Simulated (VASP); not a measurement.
SnSe, 2 atoms in the cell. It takes space group Fm-3m (No. 225, cubic). The conventional cell has a = 6.060 Å, b = 6.060 Å, c = 6.060 Å, α = 90.00°, β = 90.00°, γ = 90.00°. Sn (site symmetry m-3m) has 6 Se at 3.03 Å within 4.0 Å. Within 4.0 Å of Se (site symmetry m-3m) lie 6 Sn at 3.03 Å. 

```yaml
Program: VASP 6.6.1
Task: single point
Functional: LDA
Potentials_or_basis: VASP PAW LDA potentials, release 64 (Sn_d, Se)
Cutoff: 520 eV
k_mesh: 8 × 8 × 8
Occupations: fermi-dirac, width 0.05 eV
Spin: no spin polarisation
Dipole_correction: no
Further_INCAR_settings: ALGO = Normal; EDIFF = 1e-06; NBANDS = 17
```

Potentials or basis: VASP PAW LDA potentials, release 64 (Sn_d, Se).

Command:

```console
$ cat potpaw_LDA.64/Sn_d/POTCAR potpaw_LDA.64/Se/POTCAR > POTCAR
$ mpirun -np 1 vasp_std > vasp.out
```

Hardware: 1 thread of Intel Xeon 8259CL, on a shared host.

Task: How long does it take, and how much memory?

Result: It took 31 s on 1 thread of Intel Xeon 8259CL (shared host), peak memory 0.17 GiB. Counts: scf iterations 11, k points 29.
